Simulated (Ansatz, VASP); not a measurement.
## One calculation of SnO, two programs

File INCAR:

```
SYSTEM = SnO
PREC     = Accurate       ! precision mode
ENCUT    = 600            ! plane-wave cutoff, eV
EDIFF    = 1E-7           ! SCF threshold, eV
ISMEAR   = 0              ! smearing method
SIGMA    = 0.02           ! smearing width, eV
LREAL    = .False.        ! projectors in reciprocal space
LASPH    = .True.         ! aspherical terms in the spheres
NELM     = 60             ! most SCF steps
ALGO     = Normal         ! electronic algorithm
ISIF     = 3              ! what is computed and relaxed
LWAVE    = .False.        ! write WAVECAR
LCHARG   = .False.        ! write CHGCAR
GGA      = PE             ! functional
IBRION   = 2              ! ionic algorithm
NSW      = 80             ! ionic steps
EDIFFG   = -0.01          ! ionic threshold
```

File KPOINTS:

```
Automatic mesh
0
Gamma
  12 12 4
  0 0 0
```

Contents of POSCAR:

```
SnO
1.0
    3.3651750474      0.0000000000      0.0000000000
   -1.6825875237      2.9143270792      0.0000000000
    0.0000000000      0.0000000000      8.9534353175
Sn O
2 2
Direct
    0.0000000000      0.0000000000     -0.0043865565
    0.3333333333      0.6666666667      0.4956134435
    0.0000000000      0.0000000000      0.3793870566
    0.3333333333      0.6666666667      0.8793870566
```

Input for Ansatz:

```yaml
crystal:
  lattice:
    - [3.3651750474, 0.0, 0.0]
    - [-1.6825875237, 2.9143270792, 0.0]
    - [0.0, 0.0, 8.9534353175]
  atoms:
    - { symbol: Sn, position: [0.0, 0.0, -0.0043865565] }
    - { symbol: Sn, position: [0.3333333333, 0.6666666667, 0.4956134435] }
    - { symbol: O, position: [0.0, 0.0, 0.3793870566] }
    - { symbol: O, position: [0.3333333333, 0.6666666667, 0.8793870566] }
basis:
  ecutwfc: 420
kpoints:
  mp_grid: { grid: [12, 12, 4] }
hamiltonian:
  xc: pbe
scf:
  occupations: { method: gaussian, width: 0.02 }
output:
  forces: true
  stress: true
  eigenvalues: true
relax:
  adjacent_minimum: "off"
  f_tol: 0.01
  max_steps: 60
  cell: { stress_tol: 0.1 }
```

Alike in both runs: task relaxation of cell and atoms; functional PBE; k mesh 12 × 12 × 4; occupations gaussian, width 0.02 eV; no spin polarisation.

|  | VASP | Ansatz |
| --- | --- | --- |
| version | VASP 6.6.1 | Ansatz 0.2.0 |
| potentials or method | VASP PAW PBE potentials, release 64 (Sn_d, O), cutoff 600 eV | scalar-relativistic, plane waves, PAW |
| valence electrons in the cell | 40 | 40 |

Ansatz gave:

```
gap on the k mesh at the Fermi level, each at its own relaxed structure (eV) : 1.46
relaxed volume (Å³/atom)                                                     : 22.41
relaxed cell length with the largest relative difference (Å)                 : 9.166
```

Problem. Which values does VASP return?

Solution. gap on the k mesh at the Fermi level, each at its own relaxed structure (eV): 1.42; relaxed volume (Å³/atom): 21.97; relaxed cell length with the largest relative difference (Å): 8.979.
